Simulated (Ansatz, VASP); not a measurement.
**Two plane-wave programs on TiCo**

```
CELL_PARAMETERS angstrom
2.98984 0.00000 0.00000
0.00000 2.98984 0.00000
0.00000 0.00000 2.98984
ATOMIC_POSITIONS crystal
Ti 0.50000 0.50000 0.50000
Co 0.00000 0.00000 0.00000
```

Alike in both runs: task relaxation of cell and atoms; functional r2SCAN; k mesh 14 × 14 × 14; occupations gaussian, width 0.1 eV; collinear spin.

|  | VASP | Ansatz |
| --- | --- | --- |
| version | VASP 6.6.1 | Ansatz 0.2.0 |
| potentials or method | VASP PAW PBE potentials, release 64 (Ti_sv, Co), cutoff 600 eV | scalar-relativistic, plane waves, PAW |
| valence electrons in the cell | 21 | 29 |

VASP gave:

| Quantity | Value |
| --- | --- |
| gap on the k mesh at the Fermi level, each at its own relaxed structure (eV) | none |
| net moment per atom (μB) | 0.45 |
| size of the moment on the site where the two differ most (μB) | 1.39 |
| relaxed volume (Å³/atom) | 13.36 |
| relaxed cell length with the largest relative difference (Å) | 2.990 |

Problem. What did Ansatz give for the same quantities?

Solution. gap on the k mesh at the Fermi level, each at its own relaxed structure (eV): none; net moment per atom (μB): 0.45; size of the moment on the site where the two differ most (μB): 1.41; relaxed volume (Å³/atom): 13.35; relaxed cell length with the largest relative difference (Å): 2.989.

VASP's potentials were made for PBE, not for r2SCAN. Site moments also hang on the region over which each program counts them. A gap of «none» marks a metal or a gap that the smearing closes. VASP's potentials hold 21 valence electrons a cell and Ansatz's 29, so a difference there can come from the potentials and not from the codes.

Noted on VASP's run: the relaxation stopped at its first step, so nothing moved.
